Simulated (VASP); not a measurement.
# InSb (zincblende type) (F-43m) in VASP: notebook

Runs on InSb (zincblende type). Level: LDA. Tasks: single point.

Everything below comes from runs of VASP 6.6.1. Logs are shortened: lines on timing, memory, paths and dates and some standing lists are left out, and cuts for length are marked.

### Step 1. The cell of the first run

It takes space group F-43m (No. 216, cubic). Conventional cell: a = 5.988 Å, b = 5.988 Å, c = 5.988 Å, α = 90.00°, β = 90.00°, γ = 90.00°. In (site symmetry -43m) has 4 Sb at 2.59 Å within 3.4 Å. Within 3.4 Å of Sb (site symmetry -43m) lie 4 In at 2.59 Å.

### Step 2. Single point, LDA (volume scaled by 0.8)

Input file INCAR:

```
SYSTEM = InSb
PREC = Accurate
ENCUT = 520
EDIFF = 1E-6
ISMEAR = -1
SIGMA = 0.1
LREAL = .FALSE.
LASPH = .TRUE.
NELM = 60
ALGO = Normal
ISIF = 2
LWAVE = .FALSE.
LCHARG = .FALSE.
GGA = CA
NBANDS = 16
```

Input file KPOINTS:

```
Automatic mesh
0
G
  11 11 11
  0 0 0
```

Input file POSCAR:

```
InSb
1.0
    0.0000000000      2.9937724454      2.9937724454
    2.9937724454      0.0000000000      2.9937724454
    2.9937724454      2.9937724454      0.0000000000
In Sb
1 1
Direct
    0.0000000000      0.0000000000      0.0000000000
    0.2500000000      0.2500000000      0.2500000000
```

Potentials or basis: VASP PAW LDA potentials, release 64 (In_d, Sb).

The run is started by

```bash
cat potpaw_LDA.64/In_d/POTCAR potpaw_LDA.64/Sb/POTCAR > POTCAR
mpirun -np 1 vasp_std > vasp.out
```

OUTCAR:

```text
SYSTEM = InSb
   PREC = Accurate
   ENCUT = 520
   EDIFF = 1E-6
   ISMEAR = -1
   LREAL = .FALSE.
   LASPH = .TRUE.
   NELM = 60
   ISIF = 2
   GGA = CA

 ion  position               nearest neighbor table
   1  0.000  0.000  0.000-   2 2.59   2 2.59   2 2.59   2 2.59
   2  0.250  0.250  0.250-   1 2.59   1 2.59   1 2.59   1 2.59

  LATTYP: Found a face centered cubic cell.
 ALAT       =     5.9875448908

  Lattice vectors:

 A1 = (   0.0000000000,   2.9937724454,   2.9937724454)
 A2 = (   2.9937724454,   0.0000000000,   2.9937724454)
 A3 = (   2.9937724454,   2.9937724454,   0.0000000000)

Analysis of symmetry for initial positions (statically):
=====================================================================
 Subroutine PRICEL returns:
 Original cell was already a primitive cell.

 Routine SETGRP: Setting up the symmetry group for a
 face centered cubic supercell.

 Subroutine GETGRP returns: Found 24 space group operations
 (whereof 24 operations were pure point group operations)
 out of a pool of 48 trial point group operations.

The static configuration has the point symmetry T_d .

Analysis of symmetry for dynamics (positions and initial velocities):
=====================================================================
 Subroutine PRICEL returns:
 Original cell was already a primitive cell.

 Routine SETGRP: Setting up the symmetry group for a
 face centered cubic supercell.

 Subroutine GETGRP returns: Found 24 space group operations
 (whereof 24 operations were pure point group operations)
 out of a pool of 48 trial point group operations.

The dynamic configuration has the point symmetry T_d .

 Subroutine INISYM returns: Found 24 space group operations
 (whereof 24 operations are pure point group operations),
 and found     1 'primitive' translations

----------------------------------------------------------------------------------------

                                     Primitive cell

  volume of cell :      53.6644

  direct lattice vectors                    reciprocal lattice vectors
     0.000000000  2.993772445  2.993772445    -0.167013362  0.167013362  0.167013362
     2.993772445  0.000000000  2.993772445     0.167013362 -0.167013362  0.167013362
     2.993772445  2.993772445  0.000000000     0.167013362  0.167013362 -0.167013362

  length of vectors
     4.233833595  4.233833595  4.233833595     0.289275628  0.289275628  0.289275628

  position of ions in fractional coordinates (direct lattice)
     0.000000000  0.000000000  0.000000000
     0.250000000  0.250000000  0.250000000

  ion indices of the primitive-cell ions
   primitive index   ion index
                 1           1
                 2           2

----------------------------------------------------------------------------------------

 KPOINTS: Automatic mesh

Automatic generation of k-mesh.
 Grid dimensions read from file:
 generate k-points for:   11   11   11

 Generating k-lattice:

  Cartesian coordinates                     Fractional coordinates (reciprocal lattice)
    -0.015183033  0.015183033  0.015183033     0.090909091  0.000000000  0.000000000
     0.015183033 -0.015183033  0.015183033     0.000000000  0.090909091  0.000000000
     0.015183033  0.015183033 -0.015183033     0.000000000  0.000000000  0.090909091

  Length of vectors
     0.026297784  0.026297784  0.026297784

  Shift w.r.t. Gamma in fractional coordinates (k-lattice)
     0.000000000  0.000000000  0.000000000

 Subroutine IBZKPT returns following result:
 ===========================================

 Found     56 irreducible k-points:

 Following reciprocal coordinates:
            Coordinates               Weight
  0.000000  0.000000  0.000000      1.000000
  0.090909  0.000000  0.000000      8.000000
  0.181818  0.000000  0.000000      8.000000
  0.272727  0.000000  0.000000      8.000000
  0.363636  0.000000  0.000000      8.000000
  0.454545  0.000000  0.000000      8.000000
[... 16 lines left out ...]
 -0.272727  0.181818  0.000000     24.000000
 -0.181818  0.181818  0.000000     12.000000
 [... further k-points ...]
   k-points           NKPTS =     56   k-points in BZ     NKDIM =     56   number of bands    NBANDS=     16
   number of dos      NEDOS =    301   number of ions     NIONS =      2
   total plane-waves  NPLWV =  32768
   dimension x,y,z NGX =    32 NGY =   32 NGZ =   32
   dimension x,y,z NGXF=    64 NGYF=   64 NGZF=   64
   ions per type =               1   1
   NGX,Y,Z   is equivalent  to a cutoff of  12.57, 12.57, 12.57 a.u.
   NGXF,Y,Z  is equivalent  to a cutoff of  25.13, 25.13, 25.13 a.u.
 SYSTEM =  InSb
   PREC   = accura    normal or accurate (medium, high low for compatibility)
   ISTART =      0    job   : 0-new  1-cont  2-samecut
   ICHARG =      2    charge: 1-file 2-atom 10-const
   ISPIN  =      1    spin polarized calculation?
   LNONCOLLINEAR =      F non collinear calculations
   LSORBIT =      F    spin-orbit coupling
   LASPH  =      T    aspherical Exc in radial PAW
   ENCUT  =  520.0 eV  38.22 Ry    6.18 a.u.   7.87  7.87  7.87*2*pi/ulx,y,z
   NELM   =     60;   NELMIN=  2; NELMDL= -5     # of ELM steps
   EDIFF  = 0.1E-05   stopping-criterion for ELM
   LREAL  =      F    real-space projection
   EDIFFG = 0.1E-04   stopping-criterion for IOM
   NSW    =      0    number of steps for IOM
   IBRION =     -1    ionic relax: 0-MD 1-quasi-New 2-CG
   NFREE  =      0    steps in history (QN), initial steepest desc. (CG)
   ISIF   =      2    stress and relaxation
   ISYM   =      2    0-nonsym 1-usesym 2-fastsym
   POTIM  = 0.5000    time-step for ionic-motion
   TEBEG  =    0.0;   TEEND  =   0.0 temperature during run
   PSTRESS=    0.0 pullay stress
   NELECT =      18.0000    total number of electrons
   NUPDOWN=      -1.0000    fix difference up-down
   EMIN   =  10.00;   EMAX   =-10.00  energy-range for DOS
   EFERMI =   0.00;   METHOD = LEGACY
   ISMEAR =    -1;   SIGMA  =   0.10  broadening in eV -4-tet -1-fermi 0-gaus
   EFERMI_NEDOS =   21; number of points for ismear=-14 and -15
   IALGO  =     38    algorithm
   IMIX   =      4    mixing-type and parameters
     AMIX     =   0.40;   BMIX     =  1.00
     AMIX_MAG =   1.60;   BMIX_MAG =  1.00
  volume/ion in A,a.u.               =      26.83       181.07
  Fermi-wavevector in a.u.,A,eV,Ry     =   1.137462  2.149491 17.603486  1.293820
  Thomas-Fermi vector in A             =   2.274167
   LORBIT       =      0    0 simple, 1 ext, 2 COOP (PROOUT), +10 PAW based schemes
   GGA     = CA    functional components
   LHFCALC =     F    Hartree Fock is set to
   AEXX    =    0.0000 exact exchange contribution
   IVDW    =     0    specifies the selected vdW correction
   LEPSILON=     F    determine dielectric tensor
   LRPA    =     F    only Hartree local field effects (RPA)
 non-spin polarized calculation
  energy-cutoff  :      520.00
  volume of cell :       53.66
 maximum number of plane-waves:      1460
   NGX = 15   NGY = 15   NGZ = 15

 number of electron      17.9999999 magnetization

 Free energy of the ion-electron system (eV)
  ---------------------------------------------------
  ext. energy  EPLUGINS =         0.00000000
  ---------------------------------------------------
  free energy    TOTEN  =        -7.60103198 eV

  energy without entropy =       -7.60047810  energy(sigma->0) =       -7.60075504

 E-fermi :   8.1313     XC(G=0): -10.0208

 val. band max:        7.8176039974   @ k =   0.0000   0.0000   0.0000
 cond. band min:       8.5352162924   @ k =   0.4545   0.4545   0.0000
 fundamental gap:      0.7176122949
 Fermi energy:         8.1313190565

 k-point     1 :       0.0000    0.0000    0.0000
  band No.  band energies     occupation
      1      -7.5177      2.00000
      2      -7.5177      2.00000
      3      -7.5177      2.00000
      4      -7.3384      2.00000
      5      -7.3384      2.00000
      6      -4.7577      2.00000
[... 8 lines left out ...]
     15      16.5149      0.00000
     16      16.5151      0.00000

 k-point     2 :       0.0909    0.0000    0.0000
  band No.  band energies     occupation
      1      -7.5289      2.00000
      2      -7.5136      2.00000
      3      -7.5136      2.00000
      4      -7.3390      2.00000
      5      -7.3390      2.00000
      6      -4.6515      2.00000
[... 8 lines left out ...]
     15      15.5935      0.00000
     16      15.5935      0.00000

 k-point     3 :       0.1818    0.0000    0.0000
  band No.  band energies     occupation
      1      -7.5577      2.00000
      2      -7.5030      2.00000
      3      -7.5030      2.00000
      4      -7.3400      2.00000
      5      -7.3400      2.00000
      6      -4.3409      2.00000
[... 8 lines left out ...]
     15      15.1121      0.00000
     16      15.1121      0.00000

 k-point     4 :       0.2727    0.0000    0.0000
  band No.  band energies     occupation
      1      -7.5934      2.00000
      2      -7.4904      2.00000
      3      -7.4904      2.00000
      4      -7.3400      2.00000
      5      -7.3400      2.00000
      6      -3.8535      2.00000
[... 8 lines left out ...]
     15      15.2825      0.00000
     16      15.2825      0.00000

 k-point     5 :       0.3636    0.0000    0.0000
  band No.  band energies     occupation
      1      -7.6245      2.00000
      2      -7.4805      2.00000
      3      -7.4805      2.00000
      4      -7.3382      2.00000
      5      -7.3382      2.00000
      6      -3.2584      2.00000
[... 8 lines left out ...]
     15      16.0918      0.00000
     16      16.0918      0.00000

 k-point     6 :       0.4545    0.0000    0.0000
  band No.  band energies     occupation
      1      -7.6423      2.00000
      2      -7.4755      2.00000
      3      -7.4755      2.00000
      4      -7.3363      2.00000
      5      -7.3363      2.00000
      6      -2.7574      2.00000
[... 8 lines left out ...]
     15      17.1761      0.00000
     16      17.1761      0.00000

 k-point     7 :       0.0909    0.0909    0.0000
  band No.  band energies     occupation
      1      -7.5368      2.00000
      2      -7.5098      2.00000
      3      -7.5098      2.00000
      4      -7.3416      2.00000
      5      -7.3372      2.00000
      6      -4.6162      2.00000
[... 8 lines left out ...]
     15      14.8072      0.00000
     16      16.5948      0.00000

 k-point     8 :       0.1818    0.0909    0.0000
  band No.  band energies     occupation
      1      -7.5606      2.00000
      2      -7.5011      2.00000
      3      -7.4992      2.00000
      4      -7.3451      2.00000
      5      -7.3363      2.00000
      6      -4.3739      2.00000
[... 8 lines left out ...]
     15      15.2154      0.00000
     16      16.0020      0.00000

 k-point     9 :       0.2727    0.0909    0.0000
  band No.  band energies     occupation
      1      -7.5919      2.00000
      2      -7.4906      2.00000
      3      -7.4862      2.00000
      4      -7.3473      2.00000
      5      -7.3357      2.00000
      6      -3.9441      2.00000
[... 8 lines left out ...]
     15      15.4086      0.00000
     16      15.9471      0.00000
[... 172 lines left out ...]
 k-point    19 :       0.3636    0.1818    0.0000
  band No.  band energies     occupation
      1      -7.6352      2.00000
      2      -7.4683      2.00000
      3      -7.4626      2.00000
      4      -7.3594      2.00000
      5      -7.3312      2.00000
      6      -3.3213      2.00000
[... 8 lines left out ...]
     15      16.7494      0.00000
     16      17.1612      0.00000

 k-point    20 :       0.4545    0.1818    0.0000
  band No.  band energies     occupation
      1      -7.6522      2.00000
      2      -7.4645      2.00000
      3      -7.4563      2.00000
      4      -7.3558      2.00000
      5      -7.3322      2.00000
      6      -2.7445      2.00000
[... 8 lines left out ...]
     15      17.8441      0.00000
     16      17.8541      0.00000

 k-point    21 :      -0.4545    0.1818    0.0000
  band No.  band energies     occupation
      1      -7.6577      2.00000
      2      -7.4639      2.00000
      3      -7.4559      2.00000
      4      -7.3494      2.00000
      5      -7.3361      2.00000
      6      -2.3851      2.00000
[... 8 lines left out ...]
     15      16.9878      0.00000
     16      17.1201      0.00000

 k-point    22 :      -0.3636    0.1818    0.0000
  band No.  band energies     occupation
      1      -7.6503      2.00000
      2      -7.4658      2.00000
      3      -7.4614      2.00000
      4      -7.3435      2.00000
      5      -7.3419      2.00000
      6      -2.5902      2.00000
[... 8 lines left out ...]
     15      15.8728      0.00000
     16      16.9951      0.00000

 k-point    23 :      -0.2727    0.1818    0.0000
  band No.  band energies     occupation
      1      -7.6315      2.00000
      2      -7.4723      2.00000
      3      -7.4704      2.00000
      4      -7.3463      2.00000
      5      -7.3398      2.00000
      6      -3.1395      2.00000
[... 8 lines left out ...]
     15      16.3791      0.00000
     16      18.1049      0.00000

 k-point    24 :      -0.1818    0.1818    0.0000
  band No.  band energies     occupation
      1      -7.6054      2.00000
      2      -7.4862      2.00000
      3      -7.4787      2.00000
      4      -7.3468      2.00000
      5      -7.3381      2.00000
      6      -3.6901      2.00000
[... 8 lines left out ...]
     15      16.3400      0.00000
     16      17.0288      0.00000

 [... further k-points ...]
[... 5 lines left out ...]
  --------------------------------------------------------------------------------------
  -------------------------------------------------------------------------------------
  Total        6.0195825      6.0195825      6.0195825     -0.0000000      0.0000000      0.0000000
  in kB      179.7175947    179.7175947    179.7175947     -0.0000000      0.0000000      0.0000000
  external PRESSURE =     179.7175947 kB  Pullay stress =       0.0000000 kB

 VOLUME and BASIS-vectors are now :
 -----------------------------------------------------------------------------
  energy-cutoff  :      520.00
  volume of cell :       53.66
      direct lattice vectors                 reciprocal lattice vectors
     0.000000000  2.993772445  2.993772445    -0.167013362  0.167013362  0.167013362
     2.993772445  0.000000000  2.993772445     0.167013362 -0.167013362  0.167013362
     2.993772445  2.993772445  0.000000000     0.167013362  0.167013362 -0.167013362

 POSITION                                       TOTAL-FORCE (eV/Angst)
 -----------------------------------------------------------------------------------
      0.00000      0.00000      0.00000         0.000000      0.000000      0.000000
      1.49689      1.49689      1.49689        -0.000000     -0.000000     -0.000000
 -----------------------------------------------------------------------------------
    total drift:                               -0.000000     -0.000000     -0.000000

  FREE ENERGIE OF THE ION-ELECTRON SYSTEM (eV)
  ---------------------------------------------------
  free  energy   TOTEN  =        -7.6010319840 eV

  energy  without entropy=       -7.6004780976  energy(sigma->0) =       -7.60075504
```

Wall time 28 s (1 thread of Intel Xeon 6975P-C (Granite Rapids), shared host); peak memory 0.18 GiB.

Results:

```yaml
Free_energy: -7.6010 eV
Pressure: 18.0 GPa
Band_gap_on_the_k_mesh: 0.72 eV, indirect (least direct gap 1.06 eV)
```

Caveat: spin-orbit coupling is left out, which moves the levels of the heavy elements. A k mesh can miss the band edges.

### Step 3. Single point, LDA (volume scaled by 0.8)

Input file INCAR:

```
PREC = Accurate
ENCUT = 520
EDIFF = 1E-6
ISMEAR = -1
SIGMA = 0.1
LREAL = F
LASPH = T
NELM = 60
ALGO = Normal
ISIF = 2
LWAVE = F
LCHARG = F
NBANDS = 16
```

Input file KPOINTS:

```
regular mesh
0
Gamma
  11 11 11
```

POSCAR is that of step 2.

Potentials or basis: VASP PAW LDA potentials, release 64 (In_d, Sb).

The run is started by

```bash
cat potpaw_LDA.64/In_d/POTCAR potpaw_LDA.64/Sb/POTCAR > POTCAR
mpirun -np 1 vasp_std > vasp.out
```

Run time: 23 s. Hardware: 1 thread of Intel Xeon 6975P-C (Granite Rapids), shared host; peak memory 0.18 GiB.

It converged, with:

```yaml
Free_energy: -7.6010 eV
Pressure: 18.0 GPa
Band_gap_on_the_k_mesh: 0.72 eV, indirect (least direct gap 1.06 eV)
```

Levels at points of the mesh, in eV from the valence-band top:
```csv
k point,band 5,band 6,band 7,band 8,band 9,band 10,band 11,band 12,band 13,band 14
"(0.00, 0.00, 0.00)",-15.16,-12.58,0.00,0.00,0.00,1.06,2.80,2.80,2.80,5.71
```

Caveat: spin-orbit coupling is left out, which moves the levels of the heavy elements.

### Step 4. Single point, LDA (volume scaled by 0.88)

Input file INCAR:

```
SYSTEM = InSb
ALGO = Normal ; EDIFF = 1E-6
ENCUT = 520 ; ISIF = 2
ISMEAR = -1 ; LASPH = .TRUE.
LCHARG = .FALSE. ; LREAL = .FALSE.
LWAVE = .FALSE. ; NBANDS = 16
NELM = 80 ; PREC = Accurate
SIGMA = 0.1
```

Input file KPOINTS:

```
k-points
0
G
  11 11 11
  0 0 0
```

Input file POSCAR:

```
InSb
1.0
    0.0000000000      3.0904117656      3.0904117656
    3.0904117656      0.0000000000      3.0904117656
    3.0904117656      3.0904117656      0.0000000000
In Sb
1 1
Direct
    0.0000000000      0.0000000000      0.0000000000
    0.2500000000      0.2500000000      0.2500000000
```

The run is started by

```bash
cat potpaw_LDA.64/In_d/POTCAR potpaw_LDA.64/Sb/POTCAR > POTCAR
mpirun -np 1 vasp_std > vasp.out
```

Run time: 46 s. Hardware: 1 thread of Intel Xeon 6975P-C (Granite Rapids), shared host; peak memory 0.2 GiB.

It converged, with:

* Free energy: -8.0290 eV
* Pressure: 8.3 GPa
* Band gap on the k mesh: 0.47 eV, direct

Levels at points of the mesh, in eV from the valence-band top:
| k point | band 6 | band 7 | band 8 | band 9 | band 10 | band 11 | band 12 | band 13 |
| --- | --- | --- | --- | --- | --- | --- | --- | --- |
| (0.00, 0.00, 0.00) | -11.77 | 0.00 | 0.00 | 0.00 | 0.47 | 2.86 | 2.86 | 2.86 |

Caveat: spin-orbit coupling is left out, which moves the levels of the heavy elements. A k mesh can miss the band edges.

### Step 5. Single point, LDA (volume scaled by 0.88)

Input file INCAR:

```
PREC = Accurate
ENCUT = 520
EDIFF = 1E-6
ISMEAR = -1
SIGMA = 0.1
LREAL = F
LASPH = T
NELM = 60
ALGO = Normal
ISIF = 2
LWAVE = F
LCHARG = F
GGA = CA
NBANDS = 16
```

Input file KPOINTS:

```
regular mesh
0
Gamma
  11 11 11
```

POSCAR is that of step 4.

The run is started by

```bash
cat potpaw_LDA.64/In_d/POTCAR potpaw_LDA.64/Sb/POTCAR > POTCAR
mpirun -np 1 vasp_std > vasp.out
```

Run time: 49 s. Hardware: 1 thread of Intel Xeon 6975P-C (Granite Rapids), shared host; peak memory 0.2 GiB.

Results (log left out):

| Item | Value |
| --- | --- |
| Free energy | -8.0290 eV |
| Pressure | 8.3 GPa |
| Band gap on the k mesh | 0.47 eV, direct |

Levels at points of the mesh, in eV from the valence-band top:
```tsv
k point	band 6	band 7	band 8	band 9	band 10	band 11	band 12	band 13
(0.00, 0.00, 0.00)	-11.77	0.00	0.00	0.00	0.47	2.86	2.86	2.86
```

Caveat: spin-orbit coupling is left out, which moves the levels of the heavy elements. A k mesh can miss the band edges.
